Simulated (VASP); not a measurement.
# Ni (Fm-3m) in VASP: notebook

Runs on Ni. Level: PBE. Tasks: relaxation of cell and atoms.

Everything below comes from runs of VASP 6.6.1. Logs are shortened: lines on timing, memory, paths and dates and some standing lists are left out, and cuts for length are marked.

## 1. The cell of the first run

The structure is cubic, space group Fm-3m (No. 225). Conventional cell: a = 3.413 Å, b = 3.413 Å, c = 3.413 Å, α = 90.00°, β = 90.00°, γ = 90.00°. Ni (site symmetry m-3m) has 12 Ni at 2.41 Å within 3.2 Å.

## 2. Relaxation of cell and atoms, PBE, collinear spin, ferromagnetic start, target pressure 23 GPa, at which the enthalpy is minimised

INCAR reads:

```
  PREC = Accurate
  ENCUT = 600
  EDIFF = 1E-6
  ISMEAR = -1
  SIGMA = 0.1
  LREAL = False
  LASPH = True
  NELM = 150
  ALGO = Normal
  ISIF = 3
  LWAVE = False
  LCHARG = False
  ISPIN = 2
  MAGMOM = 1
  LORBIT = 11
  LMAXMIX = 4
  GGA = PE
  IBRION = 2
  NSW = 32
  EDIFFG = -0.005
  PSTRESS = 230.0
```

KPOINTS reads:

```
regular mesh
0
Gamma
  19 19 19
```

POSCAR reads:

```
Ni
1.0
    0.0000000000      1.7065558094      1.7065558094
    1.7065558094      0.0000000000      1.7065558094
    1.7065558094      1.7065558094      0.0000000000
Ni
1
Direct
    0.0000000000      0.0000000000      0.0000000000
```

Potentials or basis: VASP PAW PBE potentials, release 64 (Ni).

Run with:

```
> cat potpaw_PBE.64/Ni/POTCAR > POTCAR
> mpirun -np 1 vasp_std > vasp.out
```

OUTCAR:

```text
PREC = Accurate
   ENCUT = 600
   EDIFF = 1E-6
   ISMEAR = -1
   LREAL = False
   LASPH = True
   NELM = 150
   ISIF = 3
   ISPIN = 2
   LORBIT = 11
   GGA = PE
   IBRION = 2
   NSW = 32
   EDIFFG = -0.005
   PSTRESS = 230.0

 ion  position               nearest neighbor table
   1  0.000  0.000  0.000-

  LATTYP: Found a face centered cubic cell.
 ALAT       =     3.4131116188

  Lattice vectors:

 A1 = (   0.0000000000,   1.7065558094,   1.7065558094)
 A2 = (   1.7065558094,   0.0000000000,   1.7065558094)
 A3 = (   1.7065558094,   1.7065558094,   0.0000000000)

Analysis of symmetry for initial positions (statically):
=====================================================================
 Subroutine PRICEL returns:
 Original cell was already a primitive cell.

 Routine SETGRP: Setting up the symmetry group for a
 face centered cubic supercell.

 Subroutine GETGRP returns: Found 48 space group operations
 (whereof 48 operations were pure point group operations)
 out of a pool of 48 trial point group operations.

The static configuration has the point symmetry O_h .

Analysis of symmetry for dynamics (positions and initial velocities):
=====================================================================
 Subroutine PRICEL returns:
 Original cell was already a primitive cell.

 Routine SETGRP: Setting up the symmetry group for a
 face centered cubic supercell.

 Subroutine GETGRP returns: Found 48 space group operations
 (whereof 48 operations were pure point group operations)
 out of a pool of 48 trial point group operations.

The dynamic configuration has the point symmetry O_h .

Analysis of structural, dynamic, and magnetic symmetry:
=====================================================================
 Subroutine PRICEL returns:
 Original cell was already a primitive cell.

 Routine SETGRP: Setting up the symmetry group for a
 face centered cubic supercell.

 Subroutine GETGRP returns: Found 48 space group operations
 (whereof 48 operations were pure point group operations)
 out of a pool of 48 trial point group operations.

The overall configuration has the point symmetry O_h .

 Subroutine INISYM returns: Found 48 space group operations
 (whereof 48 operations are pure point group operations),
 and found     1 'primitive' translations

----------------------------------------------------------------------------------------

                                     Primitive cell

  volume of cell :       9.9401

  direct lattice vectors                    reciprocal lattice vectors
     0.000000000  1.706555809  1.706555809    -0.292987781  0.292987781  0.292987781
     1.706555809  0.000000000  1.706555809     0.292987781 -0.292987781  0.292987781
     1.706555809  1.706555809  0.000000000     0.292987781  0.292987781 -0.292987781

  length of vectors
     2.413434371  2.413434371  2.413434371     0.507469723  0.507469723  0.507469723

  position of ions in fractional coordinates (direct lattice)
     0.000000000  0.000000000  0.000000000

  ion indices of the primitive-cell ions
   primitive index   ion index
                 1           1

----------------------------------------------------------------------------------------

 KPOINTS: regular mesh

Automatic generation of k-mesh.
 Grid dimensions read from file:
 generate k-points for:   19   19   19

 Generating k-lattice:

  Cartesian coordinates                     Fractional coordinates (reciprocal lattice)
    -0.015420410  0.015420410  0.015420410     0.052631579  0.000000000  0.000000000
     0.015420410 -0.015420410  0.015420410     0.000000000  0.052631579  0.000000000
     0.015420410  0.015420410 -0.015420410     0.000000000  0.000000000  0.052631579

  Length of vectors
     0.026708933  0.026708933  0.026708933

  Shift w.r.t. Gamma in fractional coordinates (k-lattice)
     0.000000000  0.000000000  0.000000000

 Subroutine IBZKPT returns following result:
 ===========================================

 Found    220 irreducible k-points:

 Following reciprocal coordinates:
            Coordinates               Weight
  0.000000  0.000000  0.000000      1.000000
  0.052632  0.000000  0.000000      8.000000
  0.105263  0.000000  0.000000      8.000000
  0.157895  0.000000  0.000000      8.000000
  0.210526  0.000000  0.000000      8.000000
  0.263158  0.000000  0.000000      8.000000
[... 16 lines left out ...]
 -0.315789  0.052632  0.000000     24.000000
 -0.263158  0.052632  0.000000     24.000000
 [... further k-points ...]
   k-points           NKPTS =    220   k-points in BZ     NKDIM =    220   number of bands    NBANDS=     10
   number of dos      NEDOS =    301   number of ions     NIONS =      1
   total plane-waves  NPLWV =   8000
   dimension x,y,z NGX =    20 NGY =   20 NGZ =   20
   dimension x,y,z NGXF=    40 NGYF=   40 NGZF=   40
   ions per type =               1
   NGX,Y,Z   is equivalent  to a cutoff of  13.78, 13.78, 13.78 a.u.
   NGXF,Y,Z  is equivalent  to a cutoff of  27.55, 27.55, 27.55 a.u.
 SYSTEM =  unknown system
   PREC   = accura    normal or accurate (medium, high low for compatibility)
   ISTART =      0    job   : 0-new  1-cont  2-samecut
   ICHARG =      2    charge: 1-file 2-atom 10-const
   ISPIN  =      2    spin polarized calculation?
   LNONCOLLINEAR =      F non collinear calculations
   LSORBIT =      F    spin-orbit coupling
   LASPH  =      T    aspherical Exc in radial PAW
   ENCUT  =  600.0 eV  44.10 Ry    6.64 a.u.   4.82  4.82  4.82*2*pi/ulx,y,z
   NELM   =    150;   NELMIN=  2; NELMDL= -5     # of ELM steps
   EDIFF  = 0.1E-05   stopping-criterion for ELM
   LREAL  =      F    real-space projection
   EDIFFG = -.5E-02   stopping-criterion for IOM
   NSW    =     32    number of steps for IOM
   IBRION =      2    ionic relax: 0-MD 1-quasi-New 2-CG
   NFREE  =      1    steps in history (QN), initial steepest desc. (CG)
   ISIF   =      3    stress and relaxation
   ISYM   =      2    0-nonsym 1-usesym 2-fastsym
   POTIM  = 0.5000    time-step for ionic-motion
   TEBEG  =    0.0;   TEEND  =   0.0 temperature during run
   PSTRESS=  230.0 pullay stress
   NELECT =      10.0000    total number of electrons
   NUPDOWN=      -1.0000    fix difference up-down
   EMIN   =  10.00;   EMAX   =-10.00  energy-range for DOS
   EFERMI =   0.00;   METHOD = LEGACY
   ISMEAR =    -1;   SIGMA  =   0.10  broadening in eV -4-tet -1-fermi 0-gaus
   EFERMI_NEDOS =   21; number of points for ismear=-14 and -15
   IALGO  =     38    algorithm
   IMIX   =      4    mixing-type and parameters
     AMIX     =   0.40;   BMIX     =  1.00
     AMIX_MAG =   1.60;   BMIX_MAG =  1.00
  volume/ion in A,a.u.               =       9.94        67.08
  Fermi-wavevector in a.u.,A,eV,Ry     =   1.640380  3.099868 36.611168  2.690845
  Thomas-Fermi vector in A             =   2.731027
   LORBIT       =     11    0 simple, 1 ext, 2 COOP (PROOUT), +10 PAW based schemes
   GGA     = PE    functional components
   LHFCALC =     F    Hartree Fock is set to
   AEXX    =    0.0000 exact exchange contribution
   IVDW    =     0    specifies the selected vdW correction
   LEPSILON=     F    determine dielectric tensor
   LRPA    =     F    only Hartree local field effects (RPA)
 conjugate gradient relaxation of ions
 spin polarized calculation
  energy-cutoff  :      600.00
  volume of cell :        9.94
 maximum number of plane-waves:       342
   NGX =  9   NGY =  9   NGZ =  9

--------------------------------------- Ionic step        1  -------------------------------------------

 number of electron      10.0000000 magnetization       1.0000000

 number of electron       9.9999996 magnetization       0.5727583

 Free energy of the ion-electron system (eV)
  ---------------------------------------------------
  ext. energy  EPLUGINS =         0.00000000
  ---------------------------------------------------
  free energy    TOTEN  =        -5.43556844 eV

  energy without entropy =       -5.38461858  energy(sigma->0) =       -5.41009351

------------------------ aborting loop because EDIFF is reached ----------------------------------------

  FORCE on cell =-STRESS in cart. coord.  units (eV):
  Direction    XX          YY          ZZ          XY          YZ          ZX
  --------------------------------------------------------------------------------------
  -------------------------------------------------------------------------------------
  Total        1.3860639      1.3860639      1.3860639      0.0000000      0.0000000      0.0000000
  in kB      223.4098761    223.4098761    223.4098761      0.0000000      0.0000000      0.0000000
  external PRESSURE =      -6.5901239 kB  Pullay stress =     230.0000000 kB
[... 59 lines left out ...]
  enthalpy is  TOTEN    =        -4.0085063894 eV   P V=        1.4185228229

--------------------------------------- Ionic step        3  -------------------------------------------

 number of electron       9.9999996 magnetization       0.5716554

 Free energy of the ion-electron system (eV)
  ---------------------------------------------------
  ext. energy  EPLUGINS =         0.00000000
  ---------------------------------------------------
  free energy    TOTEN  =        -5.43270457 eV

  energy without entropy =       -5.38185104  energy(sigma->0) =       -5.40727780

 E-fermi :  10.7341     XC(G=0): -13.8093

 val. band max:       10.7315870372   @ k =  -0.4211   0.3158   0.1579
 cond. band min:      10.7345716021   @ k =  -0.2632   0.1579   0.0526
 fundamental gap:      0.0029845649
 Fermi energy:        10.7340544371

 spin component 1

 k-point     1 :       0.0000    0.0000    0.0000
  band No.  band energies     occupation
      1       1.0767      1.00000
      2       8.1072      1.00000
      3       8.1072      1.00000
      4       8.1072      1.00000
      5       9.4291      1.00000
      6       9.4291      1.00000
      7      35.2497      0.00000
      8      39.8454      0.00000
      9      39.8454      0.00000
     10      39.8454      0.00000
[... 287 lines left out ...]
 k-point    24 :      -0.2632    0.0526    0.0000
  band No.  band energies     occupation
      1       4.0242      1.00000
      2       7.7104      1.00000
      3       8.3186      1.00000
      4       8.3770      1.00000
      5       9.4561      1.00000
      6       9.8226      0.99989
      7      24.6799      0.00000
      8      33.7898      0.00000
      9      36.9972      0.00000
     10      39.6113      0.00000

 [... further k-points ...]

 spin component 2

 k-point     1 :       0.0000    0.0000    0.0000
  band No.  band energies     occupation
      1       1.0510      1.00000
      2       8.7869      1.00000
      3       8.7869      1.00000
      4       8.7869      1.00000
      5       9.9771      0.99948
      6       9.9771      0.99948
      7      35.1132      0.00000
      8      39.8245      0.00000
      9      39.8245      0.00000
     10      39.8245      0.00000
[... 327 lines left out ...]
  FREE ENERGIE OF THE ION-ELECTRON SYSTEM (eV)
  ---------------------------------------------------
  free  energy   TOTEN  =        -5.4327045695 eV

  energy  without entropy=       -5.3818510386  energy(sigma->0) =       -5.40727780

  enthalpy is  TOTEN    =        -4.0086529610 eV   P V=        1.4240516084

 reached required accuracy - stopping structural energy minimisation

 total charge

# of ion       s       p       d       tot
------------------------------------------
    1        0.539   0.586   8.366   9.491

 magnetization (x)

# of ion       s       p       d       tot
------------------------------------------
    1       -0.007  -0.025   0.606   0.575
```

Run time: 2.3 min. Hardware: 1 thread of Intel Xeon 8259CL, shared host; peak memory 0.17 GiB.

Results:

```yaml
Free_energy: -5.4327 eV
Relaxed_volume: 9.92 Å³/atom
Relaxed_cell: a = 2.412 Å, b = 2.412 Å, c = 2.412 Å, α = 60.00°, β = 60.00°, γ = 60.00°
Space_group_after_relaxing_to_0.1_Å: Fm-3m (No. 225)
Energy_change_on_relaxing_the_run_minimises_the_enthalpy: +2.9 meV/atom
Ionic_steps: 3
Pressure_after_relaxing: 23.1 GPa
Net_moment: 0.57 μB per cell
Site_moments: Ni +0.57 μB
Valence_electrons_inside_the_program's_atomic_spheres: Ni 9.49
```

The path:
```csv
step,energy change (eV),largest force (eV/Å),pressure (GPa),volume (Å³)
1,0.0000,0.0000,22.34,9.94
2,0.0085,0.0000,24.27,9.88
3,0.0029,0.0000,23.06,9.92
```

Final structure:
```yaml
crystal:
  lattice:
    - [0.00000, 1.70540, 1.70540]
    - [1.70540, 0.00000, 1.70540]
    - [1.70540, 1.70540, 0.00000]
  atoms:
    - { symbol: Ni, position: [0.00000, 0.00000, 0.00000] }
```

Levels at points of the mesh, in eV from the Fermi level:
Spin up:
```csv
k point,band 3,band 4,band 5,band 6,band 7,band 8
"(0.00, 0.00, 0.00)",-2.63,-2.63,-1.30,-1.30,24.52,29.11
```
Spin down:
```
           k point  band 1  band 2  band 3  band 4  band 5  band 6  band 7  band 8  band 9  band 10
(0.00, 0.00, 0.00)   -9.68   -1.95   -1.95   -1.95   -0.76   -0.76   24.38   29.09   29.09    29.09
```

Caveat: the cell is relaxed towards a set pressure, so the run minimises the enthalpy, not the energy.

## 3. Relaxation of cell and atoms, PBE, collinear spin, ferromagnetic start

This run uses another cell than the first one, of 10.90 Å³/atom.

INCAR reads:

```
SYSTEM = Ni
ALGO = Normal ; EDIFF = 1E-7
EDIFFG = -0.005 ; ENCUT = 600
GGA = PE ; IBRION = 2
ISIF = 3 ; ISMEAR = -1
ISPIN = 2 ; LASPH = .True.
LCHARG = .False. ; LMAXMIX = 4
LORBIT = 11 ; LREAL = .False.
LWAVE = .False. ; MAGMOM = 1
NELM = 150 ; NSW = 60
PREC = Accurate ; SIGMA = 0.1
```

KPOINTS reads:

```
k-points
0
Gamma
  19 19 19
  0 0 0
```

POSCAR reads:

```
Ni
1.0
    0.0000000000      1.7597012234      1.7597012234
    1.7597012234      0.0000000000      1.7597012234
    1.7597012234      1.7597012234      0.0000000000
Ni
1
Direct
    0.0000000000      0.0000000000      0.0000000000
```

Potentials or basis: VASP PAW PBE potentials, release 64 (Ni).

Run with:

```
> cat potpaw_PBE.64/Ni/POTCAR > POTCAR
> mpirun -np 1 vasp_std > vasp.out
```

It took 2.3 min on 1 thread of Intel Xeon 8259CL, shared host; peak memory 0.18 GiB.

The run converged. Its results:

* Free energy: -5.4976 eV
* Relaxed volume: 10.90 Å³/atom
* Relaxed cell: a = 2.489 Å, b = 2.489 Å, c = 2.489 Å, α = 60.00°, β = 60.00°, γ = 60.00°
* Space group after relaxing (to 0.1 Å): Fm-3m (No. 225)
* Energy gained by relaxing: 0.0 meV/atom
* Ionic steps: 3
* Pressure after relaxing: 0.0 GPa
* Net moment: 0.61 μB per cell
* Site moments: Ni +0.62 μB
* Valence electrons inside the program's atomic spheres: Ni 9.31

Final structure:
```xyz
1
Lattice="0.0000 1.7599 1.7599 1.7599 0.0000 1.7599 1.7599 1.7599 0.0000" Properties=species:S:1:pos:R:3 pbc="T T T"
Ni    0.0000    0.0000    0.0000
```

Levels at points of the mesh, in eV from the Fermi level:
Spin up:
```tsv
k point	band 1	band 2	band 3	band 4	band 5	band 6	band 7	band 8	band 9	band 10
(0.00, 0.00, 0.00)	-8.99	-2.40	-2.40	-2.40	-1.24	-1.24	23.72	27.56	27.56	27.56
```
Spin down:
```tsv
k point	band 2	band 3	band 4	band 5	band 6	band 7	band 8	band 9
(0.00, 0.00, 0.00)	-1.67	-1.67	-1.67	-0.65	-0.65	23.56	27.55	27.55
```
